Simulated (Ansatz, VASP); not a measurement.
One calculation of HgTe, two programs

```
Hg Te
1.0
     4.72113    0.00000    0.00000
    -2.36056    4.08862    0.00000
     0.00000    0.00000    7.04930
Hg Te
2 2
Direct
  0.33333 0.66667 0.25000
  0.66667 0.33333 0.75000
  0.66667 0.33333 0.25000
  0.33333 0.66667 0.75000
```

Alike in both runs: task single point; functional r2SCAN; k mesh 6 × 6 × 4; occupations fermi-dirac, width 0.02 eV; no spin polarisation.

```csv
,VASP,Ansatz
version,VASP 6.6.1,Ansatz 0.2.0
potentials or method,"VASP PAW PBE potentials, release 64 (Hg, Te)","plane waves, PAW"
plane-wave cutoff (eV),520,500
valence electrons in the cell,36,72
```

```csv
,VASP,Ansatz,Ansatz less VASP
pressure (GPa),2.8,2.7,-0.13
"traceless stress, the component that is largest in VASP (GPa)",-1.54,-1.46,+0.074
```

VASP's potentials were made for PBE, not for r2SCAN. With one functional, cell and mesh, what is left measures potentials, basis and numerics. VASP's potentials hold 36 valence electrons a cell and Ansatz's 72, so a difference there can come from the potentials and not from the codes.

Spin-orbit coupling is off throughout.
